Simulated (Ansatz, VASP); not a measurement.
## Ge4N3: VASP beside Ansatz

```
Ge N
1.0
     4.52947    0.00000    0.00000
     0.00000    4.52947    0.00000
     0.00000    0.00000    4.52947
Ge N
4 3
Direct
  0.72146 0.27854 0.27854
  0.27854 0.72146 0.27854
  0.27854 0.27854 0.72146
  0.72146 0.72146 0.72146
  0.00000 0.00000 0.50000
  0.50000 0.00000 0.00000
  0.00000 0.50000 0.00000
```

Change from the starting cell: species swapped into the Si3As4 type (P-43m, No. 215).

Alike in both runs: functional PBE; k mesh 3 × 3 × 3; occupations gaussian, width 0.2 eV; no spin polarisation.

Ansatz relaxed the structure, and its values are those at the end. VASP's run is a single point on that final structure, the one shown.

```csv
,VASP,Ansatz
version,VASP 6.6.1,Ansatz 0.2.0
potentials or method,"VASP PAW PBE potentials, release 64 (Ge_d, N), cutoff 520 eV","scalar-relativistic, plane waves, PAW"
valence electrons in the cell,71,71
```

```tsv
	VASP	Ansatz	Ansatz less VASP
gap on the k mesh at the Fermi level (eV)	none	none	-
pressure (GPa)	-0.1	-0.2	-0.06
rms of the force components (eV/Å)	0.032	0.044	+0.0119
```

A gap of «none» marks a metal or a gap that the smearing closes.

The k mesh is coarse, so the values compare programs but aren't converged.
